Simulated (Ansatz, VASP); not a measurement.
## One calculation of Ga, two programs

Contents of INCAR:

```
PREC = Accurate
ENCUT = 520
EDIFF = 1E-8
ISMEAR = -1
SIGMA = 0.03
LREAL = F
LASPH = T
NELM = 100
ALGO = Normal
ISIF = 2
LWAVE = F
LCHARG = F
GGA = PE
LEFG = T
NBANDS = 20
```

The input KPOINTS:

```
regular mesh
0
Gamma
  14 14 11
```

File POSCAR:

```
Ga
1.0
    1.3830000000     -4.0265000000      0.0000000000
    1.3830000000      4.0265000000      0.0000000000
   -0.1174500000      0.0000000000      3.2966307000
Ga
2
Direct
    0.8690000000      0.1310000000      0.2500000000
    0.1310000000      0.8690000000      0.7500000000
```

Input for Ansatz:

```yaml
crystal:
  lattice:
    - [1.383, -4.0265, 0.0]
    - [1.383, 4.0265, 0.0]
    - [-0.11745, 0.0, 3.2966307]
  atoms:
    - { symbol: Ga, position: [0.869, 0.131, 0.25] }
    - { symbol: Ga, position: [0.131, 0.869, 0.75] }
kpoints:
  mp_grid: { grid: [14, 14, 11] }
scf:
  occupations: { method: fermi_dirac, width: 0.03 }
hamiltonian:
  xc: pbe
  pseudopotentials: { kind: all_electron, datasets: crystal }
output:
  forces: true
  stress: true
  eigenvalues: true
  efg: { contact_densities: true }
```

Change from the starting cell: zz strain of -1 %, crystal datasets.

Alike in both runs: task electric field gradients; functional PBE; k mesh 14 × 14 × 11; occupations fermi-dirac, width 0.03 eV; no spin polarisation.

|  | VASP | Ansatz |
| --- | --- | --- |
| version | VASP 6.6.1 | Ansatz 0.2.0 |
| potentials or method | VASP PAW PBE potentials, release 64 (Ga_d), cutoff 520 eV | all-electron PAW with datasets made for the crystal, scalar-relativistic |

```csv
,VASP,Ansatz,Ansatz less VASP
pressure (GPa),2.5,2.3,-0.11
"traceless stress, the component that is largest in VASP (GPa)",0.11,0.10,-0.010
rms of the force components (eV/Å),0.117,0.116,-0.0009
size of Vzz on the site where it differs most (V/Å²),24.9,26.8,+1.89
```

Atom by atom the forces differ by 0.001 eV/Å (rms over components). Ansatz ran all-electron here, and VASP with PAW potentials.
